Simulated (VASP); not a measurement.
Input of a VASP 6.6.1 run:

File INCAR:

```
SYSTEM = Ir
  PREC = Accurate
  ENCUT = 520
  EDIFF = 1E-6
  ISMEAR = -1
  SIGMA = 0.1
  LREAL = .False.
  LASPH = .True.
  NELM = 80
  ALGO = Normal
  ISIF = 2
  LWAVE = .False.
  LCHARG = .False.
  GGA = RE
  NBANDS = 16
```

The input KPOINTS:

```
Automatic mesh
0
Gamma
  11 11 11
  0 0 0
```

The input POSCAR:

```
Ir
1.0
    0.0000000000      2.7576180697      2.7576180697
    2.7576180697      0.0000000000      2.7576180697
    2.7576180697      2.7576180697      0.0000000000
Ir
2
Direct
    0.1250000000      0.1250000000      0.1250000000
    0.8750000000      0.8750000000      0.8750000000
```

Potentials or basis: VASP PAW PBE potentials, release 64 (Ir).

Run with:

```console
$ cat potpaw_PBE.64/Ir/POTCAR > POTCAR
$ mpirun -np 1 vasp_std > vasp.out
```

(1) Estimate the band gap on the k mesh.

(2) Estimate the pressure.

## Answers

(1) zero (band 9 reaches 6.60 eV, above the bottom of band 10 at 5.10 eV).

(2) 7.3 GPa.

Caveat: the PAW data sets were made with another functional, which shifts forces and pressure a little; spin-orbit coupling is left out, which moves the levels of the heavy elements.
